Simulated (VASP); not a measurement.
A run of VASP 6.6.1 is set up as follows.

Contents of INCAR:

```
PREC     = Accurate       # precision mode
ENCUT    = 600            # plane-wave cutoff, eV
EDIFF    = 1E-6           # SCF threshold, eV
ISMEAR   = 0              # smearing method
SIGMA    = 0.1            # smearing width, eV
LREAL    = False          # projectors in reciprocal space
LASPH    = True           # aspherical terms in the spheres
NELM     = 80             # most SCF steps
ALGO     = Fast           # electronic algorithm
ISIF     = 3              # what is computed and relaxed
LWAVE    = False          # write WAVECAR
LCHARG   = False          # write CHGCAR
GGA      = PS             # functional
IBRION   = 2              # ionic algorithm
NSW      = 70             # ionic steps
EDIFFG   = -0.005         # ionic threshold
```

File KPOINTS:

```
Automatic mesh
0
Gamma
  10 10 10
```

File POSCAR:

```
Hf2Si
1.0
   -3.2918787595      3.2918787595      2.5965750962
    3.2918787595     -3.2918787595      2.5965750962
    3.2918787595      3.2918787595     -2.5965750962
Hf Si
4 2
Direct
    0.8431026420      0.6568973580      0.5000000000
    0.3431026420      0.8431026420      0.1862052839
    0.1568973580      0.3431026420      0.5000000000
    0.6568973580      0.1568973580      0.8137947161
    0.7500000000      0.7500000000      0.0000000000
    0.2500000000      0.2500000000      0.0000000000
```

Potentials or basis: VASP PAW PBE potentials, release 64 (Hf_pv, Si).

The run is started by

```sh
$ cat potpaw_PBE.64/Hf_pv/POTCAR potpaw_PBE.64/Si/POTCAR > POTCAR
$ mpirun -np 1 vasp_std > vasp.out
```

Problem. What does it give for the relaxed cell?

Solution. a = 5.272 Å, b = 5.272 Å, c = 5.272 Å, α = 103.76°, β = 103.76°, γ = 121.63°.

Problem. Estimate the band gap on the k mesh.

Solution. Zero (bands 24 and 25 overlap by 0.81 eV).

Forces on the atoms (eV/Å):
```
Hf  -0.002  0.002  0.000
Hf   0.002  0.002  0.000
Hf   0.002 -0.002  0.000
Hf  -0.002 -0.002  0.000
Si   0.000  0.000  0.000
Si   0.000  0.000  0.000
```

Caveat: the PAW data sets were made with another functional, which shifts forces and pressure a little; spin-orbit coupling is left out, which moves the levels of the heavy elements.
